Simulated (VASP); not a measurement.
Input of a VASP 6.6.1 run:

The input POSCAR:

```
KMgF3
1.0
    3.9802355636      0.0000000000      0.0000000000
    0.0000000000      3.9802355636      0.0000000000
    0.0000000000      0.0000000000      3.9802355636
K Mg F
1 1 3
Direct
    0.5000000000      0.5000000000      0.5000000000
    0.0000000000      0.0000000000      0.0000000000
    0.5000000000      0.0000000000      0.0000000000
    0.0000000000      0.5000000000      0.0000000000
    0.0000000000      0.0000000000      0.5000000000
```

INCAR.step1

```
SYSTEM = KMgF3
PREC     = Accurate       ! precision mode
ENCUT    = 520            ! plane-wave cutoff, eV
ISMEAR   = -1             ! smearing method
SIGMA    = 0.02           ! smearing width, eV
LREAL    = .FALSE.        ! projectors in reciprocal space
LASPH    = .TRUE.         ! aspherical terms in the spheres
NELM     = 60             ! most SCF steps
NBANDS   = 24             ! bands
GGA      = PE             ! functional
ALGO     = Normal         ! electronic algorithm
EDIFF    = 1E-4           ! SCF threshold, eV
LWAVE    = .TRUE.         ! write WAVECAR
LCHARG   = .FALSE.        ! write CHGCAR
```

Contents of INCAR.step2:

```
SYSTEM = KMgF3
PREC     = Accurate       ! precision mode
ENCUT    = 520            ! plane-wave cutoff, eV
EDIFF    = 1E-7           ! SCF threshold, eV
ISMEAR   = -1             ! smearing method
SIGMA    = 0.02           ! smearing width, eV
LREAL    = .FALSE.        ! projectors in reciprocal space
LASPH    = .TRUE.         ! aspherical terms in the spheres
NELM     = 60             ! most SCF steps
ALGO     = Normal         ! electronic algorithm
ISIF     = 2              ! what is computed and relaxed
LWAVE    = .FALSE.        ! write WAVECAR
LCHARG   = .FALSE.        ! write CHGCAR
METAGGA  = R2SCAN         ! meta-GGA
LMIXTAU  = .TRUE.       
NBANDS   = 24             ! bands
ISTART   = 1
```

The input KPOINTS:

```
regular mesh
0
G
  6 6 6
  0 0 0
```

Potentials or basis: VASP PAW PBE potentials, release 64 (K_sv, Mg, F).

Run with:

```bash
$ cat potpaw_PBE.64/K_sv/POTCAR potpaw_PBE.64/Mg/POTCAR potpaw_PBE.64/F/POTCAR > POTCAR
$ cp INCAR.step1 INCAR
$ mpirun -np 1 vasp_std > vasp.out
$ cp INCAR.step2 INCAR
$ mpirun -np 1 vasp_std > vasp.out
```

Q: What does it give for the band gap on the k mesh?

A: 8.28 eV (least direct gap 8.60 eV).

Q: Predict the pressure.

A: -0.6 GPa.

Caveat: the PAW data sets were made with another functional, which shifts forces and pressure a little. A k mesh can miss the band edges.
